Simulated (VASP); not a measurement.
The system is Cu3O2.

```
Cu O
1.0
    -2.02298    2.02298    3.67362
     2.02298   -2.02298    3.67362
     2.02298    2.02298   -3.67362
Cu O
3 2
Cartesian
  2.0230 0.0000 1.8368
  0.0000 2.0230 1.8368
  0.0000 0.0000 0.0000
  2.0230 0.0000 0.0000
  0.0000 2.0230 0.0000
```

Base run:

| Quantity | Value |
| --- | --- |
| Program | VASP 6.6.1 |
| Functional | revPBE |
| Potentials or basis | VASP PAW PBE potentials, release 64 (Cu, O) |
| Cutoff | 520 eV |
| k mesh | 7 × 7 × 7 |
| Occupations | fermi-dirac, width 0.1 eV |
| Spin | no spin polarisation |

Its results: band gap on the k mesh zero (an odd number of electrons rules out a gap without spin polarisation); pressure 5.0 GPa.

The run is repeated on the same cell with these changes: functional from revPBE to BLYP. What comes out?

Band gap on the k mesh zero (an odd number of electrons rules out a gap without spin polarisation); pressure 7.6 GPa.

Caveats: the cell stands under pressure; the PAW data sets were made with another functional, which shifts forces and pressure a little; an odd number of electrons without spin polarisation forces a metal; a magnetic or distorted state may lie lower.
